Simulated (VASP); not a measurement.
Crystal: HfZrS3.

```
CELL_PARAMETERS angstrom
5.82022 0.00000 0.00000
0.00000 5.82022 0.00000
0.00000 0.00000 3.67552
ATOMIC_POSITIONS crystal
Zr 0.00000 0.00000 0.50000
Hf 0.50000 0.50000 0.50000
S 0.00000 0.50000 0.50000
S 0.50000 0.00000 0.50000
S 0.00000 0.00000 0.00000
```

The cell was built from a structure type or drawn by symmetry, and may not be a known phase.

* Program: VASP 6.6.1
* Task: relaxation of cell and atoms
* Functional: PBE
* Potentials or basis: VASP PAW PBE potentials, release 64 (Zr_sv, Hf_pv, S)
* Cutoff: 600 eV
* k mesh: 4 × 4 × 6
* Occupations: gaussian, width 0.1 eV
* Spin: no spin polarisation

At the start: pressure 18.1 GPa; volume 24.90 Å³/atom.

**Question.** Where does the relaxation end?

**Answer.** Over 9 steps the energy falls by 2213.3 meV/atom and the volume is 25.55 Å³/atom (+2.6 %); space group P4/mmm (No. 123, to 0.1 Å) before and after.

Step by step:
| step | energy change (eV) | largest force (eV/Å) | pressure (GPa) | volume (Å³) |
| --- | --- | --- | --- | --- |
| 1 | 0.0000 | 0.0000 | 18.09 | 124.51 |
| 2 | -9.2465 | 0.0000 | -5.35 | 156.56 |
| 3 | -10.4331 | 0.0000 | -8.71 | 146.83 |
| 4 | -10.4295 | 0.0000 | -8.62 | 146.50 |
| 5 | -10.4177 | 0.0000 | -8.45 | 145.97 |
| 6 | -10.8128 | 0.0000 | 7.23 | 119.93 |
| 7 | -11.0632 | 0.0000 | -0.40 | 128.73 |
| 8 | -11.0631 | 0.0000 | -0.17 | 128.39 |
| 9 | -11.0663 | 0.0000 | 0.11 | 127.75 |

Final structure:
```xyz
5
Lattice="5.0949 0.0000 0.0000 0.0000 5.0949 0.0000 0.0000 0.0000 4.9212" Properties=species:S:1:pos:R:3 pbc="T T T"
Zr    0.0000    0.0000    2.4606
Hf    2.5475    2.5475    2.4606
S     0.0000    2.5475    2.4606
S     2.5475    0.0000    2.4606
S     0.0000    0.0000    0.0000
```

Caveat: a cell axis changed by over 15 % at a fixed basis, so the end point is rough.
